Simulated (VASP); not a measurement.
# Mo (Im-3m) in VASP: further runs, part 2 of 2

VASP 6.6.1. Earlier steps stand in the parts before.

**4. Single point, PBE+D3(BJ)**

INCAR reads:

```
SYSTEM = Mo
ALGO     = Normal         ! electronic algorithm
EDIFF    = 1E-6           ! SCF threshold, eV
ENCUT    = 500            ! plane-wave cutoff, eV
GGA      = PE             ! functional
GGA_COMPAT= .False.      
ISIF     = 2              ! what is computed and relaxed
ISMEAR   = -1             ! smearing method
IVDW     = 12             ! dispersion correction
LASPH    = .True.         ! aspherical terms in the spheres
LCHARG   = .False.        ! write CHGCAR
LREAL    = .False.        ! projectors in reciprocal space
LWAVE    = .False.        ! write WAVECAR
NBANDS   = 13             ! bands
NELM     = 120            ! most SCF steps
PREC     = Accurate       ! precision mode
SIGMA    = 0.0125         ! smearing width, eV
```

KPOINTS reads:

```
k-points
0
Gamma
  8 8 8
  0 0 0
```

POSCAR reads:

```
Mo
1.0
   -1.5695980000      1.5695980000      1.5695980000
    1.5695980000     -1.5695980000      1.5695980000
    1.5695980000      1.5695980000     -1.5695980000
Mo
1
Direct
    0.0000000000      0.0000000000      0.0000000000
```

Potentials or basis: VASP PAW PBE potentials, release 64 (Mo_sv).

Run with:

```sh
$ cat potpaw_PBE.64/Mo_sv/POTCAR > POTCAR
$ mpirun -np 1 vasp_std > vasp.out
```

OUTCAR:

```text
SYSTEM = Mo
   EDIFF = 1E-6
   ENCUT = 500
   GGA = PE
   ISIF = 2
   ISMEAR = -1
   IVDW = 12
   LASPH = .True.
   LREAL = .False.
   NELM = 120
   PREC = Accurate
 IVDW          = 12

 ion  position               nearest neighbor table
   1  0.000  0.000  0.000-

  LATTYP: Found a body centered cubic cell.
 ALAT       =     3.1391960000

  Lattice vectors:

 A1 = (  -1.5695980000,   1.5695980000,   1.5695980000)
 A2 = (   1.5695980000,  -1.5695980000,   1.5695980000)
 A3 = (   1.5695980000,   1.5695980000,  -1.5695980000)

Analysis of symmetry for initial positions (statically):
=====================================================================
 Subroutine PRICEL returns:
 Original cell was already a primitive cell.

 Routine SETGRP: Setting up the symmetry group for a
 body centered cubic supercell.

 Subroutine GETGRP returns: Found 48 space group operations
 (whereof 48 operations were pure point group operations)
 out of a pool of 48 trial point group operations.

The static configuration has the point symmetry O_h .

Analysis of symmetry for dynamics (positions and initial velocities):
=====================================================================
 Subroutine PRICEL returns:
 Original cell was already a primitive cell.

 Routine SETGRP: Setting up the symmetry group for a
 body centered cubic supercell.

 Subroutine GETGRP returns: Found 48 space group operations
 (whereof 48 operations were pure point group operations)
 out of a pool of 48 trial point group operations.

The dynamic configuration has the point symmetry O_h .

 Subroutine INISYM returns: Found 48 space group operations
 (whereof 48 operations are pure point group operations),
 and found     1 'primitive' translations

----------------------------------------------------------------------------------------

                                     Primitive cell

  volume of cell :      15.4677

  direct lattice vectors                    reciprocal lattice vectors
    -1.569598000  1.569598000  1.569598000     0.000000000  0.318552903  0.318552903
     1.569598000 -1.569598000  1.569598000     0.318552903  0.000000000  0.318552903
     1.569598000  1.569598000 -1.569598000     0.318552903  0.318552903  0.000000000

  length of vectors
     2.718623483  2.718623483  2.718623483     0.450501836  0.450501836  0.450501836

  position of ions in fractional coordinates (direct lattice)
     0.000000000  0.000000000  0.000000000

  ion indices of the primitive-cell ions
   primitive index   ion index
                 1           1

----------------------------------------------------------------------------------------

 KPOINTS: k-points

Automatic generation of k-mesh.
 Grid dimensions read from file:
 generate k-points for:    8    8    8

 Generating k-lattice:

  Cartesian coordinates                     Fractional coordinates (reciprocal lattice)
     0.000000000  0.039819113  0.039819113     0.125000000  0.000000000  0.000000000
     0.039819113  0.000000000  0.039819113     0.000000000  0.125000000  0.000000000
     0.039819113  0.039819113  0.000000000     0.000000000  0.000000000  0.125000000

  Length of vectors
     0.056312730  0.056312730  0.056312730

  Shift w.r.t. Gamma in fractional coordinates (k-lattice)
     0.000000000  0.000000000  0.000000000

 Subroutine IBZKPT returns following result:
 ===========================================

 Found     29 irreducible k-points:

 Following reciprocal coordinates:
            Coordinates               Weight
  0.000000  0.000000  0.000000      1.000000
  0.125000  0.000000  0.000000     12.000000
  0.250000  0.000000  0.000000     12.000000
  0.375000  0.000000  0.000000     12.000000
  0.500000  0.000000  0.000000      6.000000
  0.125000  0.125000  0.000000     24.000000
[... 16 lines left out ...]
 -0.250000  0.250000  0.250000      6.000000
 -0.375000  0.375000  0.250000     24.000000
 [... further k-points ...]
   k-points           NKPTS =     29   k-points in BZ     NKDIM =     29   number of bands    NBANDS=     13
   number of dos      NEDOS =    301   number of ions     NIONS =      1
   total plane-waves  NPLWV =   8000
   dimension x,y,z NGX =    20 NGY =   20 NGZ =   20
   dimension x,y,z NGXF=    40 NGYF=   40 NGZF=   40
   ions per type =               1
   NGX,Y,Z   is equivalent  to a cutoff of  12.23, 12.23, 12.23 a.u.
   NGXF,Y,Z  is equivalent  to a cutoff of  24.46, 24.46, 24.46 a.u.
 SYSTEM =  Mo
   PREC   = accura    normal or accurate (medium, high low for compatibility)
   ISTART =      0    job   : 0-new  1-cont  2-samecut
   ICHARG =      2    charge: 1-file 2-atom 10-const
   ISPIN  =      1    spin polarized calculation?
   LNONCOLLINEAR =      F non collinear calculations
   LSORBIT =      F    spin-orbit coupling
   LASPH  =      T    aspherical Exc in radial PAW
   ENCUT  =  500.0 eV  36.75 Ry    6.06 a.u.   4.96  4.96  4.96*2*pi/ulx,y,z
   NELM   =    120;   NELMIN=  2; NELMDL= -5     # of ELM steps
   EDIFF  = 0.1E-05   stopping-criterion for ELM
   LREAL  =      F    real-space projection
   EDIFFG = 0.1E-04   stopping-criterion for IOM
   NSW    =      0    number of steps for IOM
   IBRION =     -1    ionic relax: 0-MD 1-quasi-New 2-CG
   NFREE  =      0    steps in history (QN), initial steepest desc. (CG)
   ISIF   =      2    stress and relaxation
   ISYM   =      2    0-nonsym 1-usesym 2-fastsym
   POTIM  = 0.5000    time-step for ionic-motion
   TEBEG  =    0.0;   TEEND  =   0.0 temperature during run
   PSTRESS=    0.0 pullay stress
   NELECT =      14.0000    total number of electrons
   NUPDOWN=      -1.0000    fix difference up-down
   EMIN   =  10.00;   EMAX   =-10.00  energy-range for DOS
   EFERMI =   0.00;   METHOD = LEGACY
   ISMEAR =    -1;   SIGMA  =   0.01  broadening in eV -4-tet -1-fermi 0-gaus
   EFERMI_NEDOS =   21; number of points for ismear=-14 and -15
   IALGO  =     38    algorithm
   IMIX   =      4    mixing-type and parameters
     AMIX     =   0.40;   BMIX     =  1.00
     AMIX_MAG =   1.60;   BMIX_MAG =  1.00
  volume/ion in A,a.u.               =      15.47       104.38
  Fermi-wavevector in a.u.,A,eV,Ry     =   1.583589  2.992549 34.120056  2.507753
  Thomas-Fermi vector in A             =   2.683336
   LORBIT       =      0    0 simple, 1 ext, 2 COOP (PROOUT), +10 PAW based schemes
   GGA     = PE    functional components
   LHFCALC =     F    Hartree Fock is set to
   AEXX    =    0.0000 exact exchange contribution
   IVDW    =    12    specifies the selected vdW correction
   LEPSILON=     F    determine dielectric tensor
   LRPA    =     F    only Hartree local field effects (RPA)
 non-spin polarized calculation
  energy-cutoff  :      500.00
  volume of cell :       15.47
 maximum number of plane-waves:       420
   NGX =  9   NGY =  9   NGZ =  9

 number of electron      13.9999999 magnetization

 Free energy of the ion-electron system (eV)
  ---------------------------------------------------
  ext. energy  EPLUGINS =         0.00000000
  ---------------------------------------------------
  free energy    TOTEN  =       -10.90478653 eV

  energy without entropy =      -10.90394399  energy(sigma->0) =      -10.90436526

 E-fermi :  12.6175     XC(G=0): -13.4522

 val. band max:       12.6173478937   @ k =  -0.2500   0.2500   0.1250
 cond. band min:      12.7874594529   @ k =   0.3750   0.0000   0.0000
 fundamental gap:      0.1701115592
 Fermi energy:        12.6175237941

 k-point     1 :       0.0000    0.0000    0.0000
  band No.  band energies     occupation
      1     -48.5313      2.00000
      2     -21.7721      2.00000
      3     -21.7721      2.00000
      4     -21.7721      2.00000
      5       5.4934      2.00000
      6      11.3725      2.00000
      7      11.3725      2.00000
      8      11.3725      2.00000
      9      14.4380      0.00000
     10      14.4380      0.00000
     11      27.6119      0.00000
     12      27.6119      0.00000
     13      27.6119      0.00000
[... 353 lines left out ...]
 k-point    24 :      -0.3750    0.3750    0.2500
  band No.  band energies     occupation
      1     -48.1943      2.00000
      2     -22.8463      2.00000
      3     -22.4353      2.00000
      4     -22.3046      2.00000
      5       8.7672      2.00000
      6       9.3497      2.00000
      7      12.1192      2.00000
      8      12.9668      0.00000
      9      15.6817      0.00000
     10      17.8413      0.00000
     11      26.7086      0.00000
     12      28.7630      0.00000
     13      29.7913      0.00000

 [... further k-points ...]

------------------------ aborting loop because EDIFF is reached ----------------------------------------

 Edisp (eV)   -0.72175

 E8    (eV) :    -0.3402

  FORCE on cell =-STRESS in cart. coord.  units (eV):
  Direction    XX          YY          ZZ          XY          YZ          ZX
  --------------------------------------------------------------------------------------
  -------------------------------------------------------------------------------------
  Total      -0.08819    -0.08819    -0.08819     0.00000     0.00000     0.00000
  in kB      -9.13500    -9.13500    -9.13500     0.00000     0.00000     0.00000
  external pressure =       -9.14 kB  Pullay stress =        0.00 kB

 VOLUME and BASIS-vectors are now :
 -----------------------------------------------------------------------------
  energy-cutoff  :      500.00
  volume of cell :       15.47
      direct lattice vectors                 reciprocal lattice vectors
    -1.569598000  1.569598000  1.569598000     0.000000000  0.318552903  0.318552903
     1.569598000 -1.569598000  1.569598000     0.318552903  0.000000000  0.318552903
     1.569598000  1.569598000 -1.569598000     0.318552903  0.318552903  0.000000000

 POSITION                                       TOTAL-FORCE (eV/Angst)
 -----------------------------------------------------------------------------------
      0.00000      0.00000      0.00000         0.000000     -0.000000     -0.000000
 -----------------------------------------------------------------------------------
    total drift:                                0.000000     -0.000000     -0.000000

  FREE ENERGIE OF THE ION-ELECTRON SYSTEM (eV)
  ---------------------------------------------------
  free  energy   TOTEN  =       -11.6265350667 eV

  energy  without entropy=      -11.6256925272  energy(sigma->0) =      -11.62611380
```

It took 10 s on 1 thread of Intel Xeon 8259CL, shared host; peak memory 0.13 GiB.

What came out:

```yaml
Free_energy: -11.6265 eV
Pressure: -0.9 GPa
Band_gap_on_the_k_mesh: zero (band 7 reaches 16.80 eV, above the bottom of band 8 at 11.37 eV)
Dispersion_energy_per_atom: -0.722 eV
```

Caveat: three body term missing; pairwise dispersion overbinds metals, which lowers pressure and volume.

**5. Single point, PBE+U**

INCAR reads:

```
PREC     = Accurate       # precision mode
ENCUT    = 500            # plane-wave cutoff, eV
EDIFF    = 1E-6           # SCF threshold, eV
ISMEAR   = -1             # smearing method
SIGMA    = 0.0125         # smearing width, eV
LREAL    = False          # projectors in reciprocal space
LASPH    = True           # aspherical terms in the spheres
NELM     = 200            # most SCF steps
ALGO     = Normal         # electronic algorithm
ISIF     = 2              # what is computed and relaxed
LWAVE    = False          # write WAVECAR
LCHARG   = False          # write CHGCAR
LMAXMIX  = 4              # l up to which the mixer works
LDAU     = True           # DFT+U
LDAUTYPE = 2            
LDAUL    = 2              # shell
LDAUU    = 2              # U, eV
LDAUJ    = 0            
LDAUPRINT= 1            
GGA      = PE             # functional
NBANDS   = 13             # bands
GGA_COMPAT= False
```

KPOINTS reads:

```
Automatic mesh
0
Gamma
  8 8 8
  0.5 0.5 0.5
```

POSCAR is that of step 4.

Run with:

```sh
$ cat potpaw_PBE.64/Mo_sv/POTCAR > POTCAR
$ mpirun -np 1 vasp_std > vasp.out
```

It took 8.9 s on 1 thread of Intel Xeon 8259CL, shared host; peak memory 0.13 GiB.

The run converged. Its results:

| Item | Value |
| --- | --- |
| Free energy | -8.5892 eV |
| Pressure | 10.3 GPa |
| Band gap on the k mesh | zero (band 7 reaches 15.97 eV, above the bottom of band 8 at 11.60 eV) |

Levels at points of the mesh, in eV from the Fermi level:
```csv
k point,band 4,band 5,band 6,band 7,band 8,band 9,band 10,band 11
"(0.06, 0.06, 0.06)",-34.86,-6.58,-2.05,-2.05,-0.42,1.52,1.52,15.27
```

Eigenvalues of the final occupation matrices:
```tsv
site	spin	trace	eigenvalues
site 1 d	1	1.98	0.29 0.29 0.46 0.46 0.46
site 1 d	2	1.98	0.29 0.29 0.46 0.46 0.46
```

Caveat: U without spin polarisation on a metal has little footing; the U is typed as a test and isn't derived for this compound.

**6. Summary**

| level | U | k mesh | gap on the mesh (eV) | pressure (GPa) |
| --- | --- | --- | --- | --- |
| PBE | - | 8 × 8 × 8 | none | 6.9 |
| PBE+D3(BJ) | - | 8 × 8 × 8 | none | -0.9 |
| PBE+U | Mo d U = 2.0 eV | 8 × 8 × 8, shifted | none | 10.3 |

Alike in all rows: task single point; potentials or basis VASP PAW PBE potentials, release 64 (Mo_sv); no spin polarisation; cell as given; cutoff (eV) 500; smearing fermi-dirac 0.0125 eV.

Every run on the cell as given and a fine mesh finds a metal. The pressure there spans -0.9 GPa (PBE+D3(BJ)) to 10.3 GPa (PBE+U); a positive pressure means that this level wants a larger cell, a negative one a smaller.

Caveats: three body term missing (some runs); pairwise dispersion overbinds metals, which lowers pressure and volume (some runs); U without spin polarisation on a metal has little footing (some runs); the U is typed as a test and isn't derived for this compound (some runs).

Total energies depend on the potentials used, so only differences within one code and one set of settings carry meaning.
